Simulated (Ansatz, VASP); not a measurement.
# One calculation of Zr3Mn, two programs

```xyz
4
Lattice="4.3732 0.0000 0.0000 0.0000 4.3732 0.0000 0.0000 0.0000 4.3732" Properties=species:S:1:pos:R:3 pbc="T T T"
Zr    2.1866    2.1866    0.0000
Zr    2.1866    0.0000    2.1866
Zr    0.0000    2.1866    2.1866
Mn    0.0000    0.0000    0.0000
```

Alike in both runs: task single point; functional PBE; k mesh 6 × 6 × 6; occupations fermi-dirac, width 0.05 eV; collinear spin.

|  | VASP | Ansatz |
| --- | --- | --- |
| version | VASP 6.6.1 | Ansatz 0.2.0 |
| potentials or method | VASP PAW PBE potentials, release 64 (Zr_sv, Mn_pv) | Ansatz PAW |
| plane-wave cutoff (eV) | 520 | 420 |
| valence electrons in the cell | 49 | 51 |

Ansatz gave:

* gap on the k mesh at the Fermi level (eV): none
* pressure (GPa): -0.2
* net moment per atom (μB): 0.82
* size of the moment on the site where the two differ most (μB): 3.58

Question: Which values does VASP return?

Answer: gap on the k mesh at the Fermi level (eV): none; pressure (GPa): -0.2; net moment per atom (μB): 0.82; size of the moment on the site where the two differ most (μB): 3.45.

Site moments also hang on the region over which each program counts them. A gap of «none» marks a metal or a gap that the smearing closes. VASP's potentials hold 49 valence electrons a cell and Ansatz's 51, so a difference there can come from the potentials and not from the codes.
